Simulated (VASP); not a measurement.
The system is Na.

```xyz
2
Lattice="3.5019 0.0000 0.0000 -1.7510 3.0328 0.0000 0.0000 0.0000 5.6731" Properties=species:S:1:pos:R:3 pbc="T T T"
Na    0.0000    2.0218    1.4183
Na    1.7510    1.0109    4.2549
```

- Program: VASP 6.6.1
- Task: relaxation of cell and atoms
- Functional: PBE
- Potentials or basis: VASP PAW PBE potentials, release 64 (Na_pv)
- Cutoff: 600 eV
- k mesh: 12 × 12 × 7
- Occupations: fermi-dirac, width 0.08 eV
- Spin: no spin polarisation

At the start: pressure 2.4 GPa; volume 30.13 Å³/atom.

Question: Where does the relaxation end?

Answer: Over 6 steps the energy falls by 43.8 meV/atom and the volume is 37.17 Å³/atom (+23.4 %); space group P6_3/mmc (No. 194, to 0.05 Å).

The path:
```tsv
step	energy change (eV)	largest force (eV/Å)	pressure (GPa)	volume (Å³)
1	0.0000	0.0000	2.37	60.25
2	-0.0469	0.0000	1.47	64.22
3	-0.0867	0.0000	0.21	72.45
4	-0.0877	0.0000	0.01	74.15
5	-0.0877	0.0000	-0.03	74.44
6	-0.0877	0.0000	-0.01	74.34
```

Final structure:
```cif
data_structure
_symmetry_space_group_name_H-M 'P 1'
_symmetry_Int_Tables_number 1
_cell_length_a 3.7537
_cell_length_b 3.7537
_cell_length_c 6.0920
_cell_angle_alpha 90.000
_cell_angle_beta 90.000
_cell_angle_gamma 120.000
_cell_volume 74.34
loop_
_atom_site_label
_atom_site_type_symbol
_atom_site_fract_x
_atom_site_fract_y
_atom_site_fract_z
_atom_site_occupancy
Na1 Na 0.33333 0.66667 0.25000 1
Na2 Na 0.66667 0.33333 0.75000 1
```

Caveat: the volume moved by over 15 % at a fixed basis, so the end points are rough.
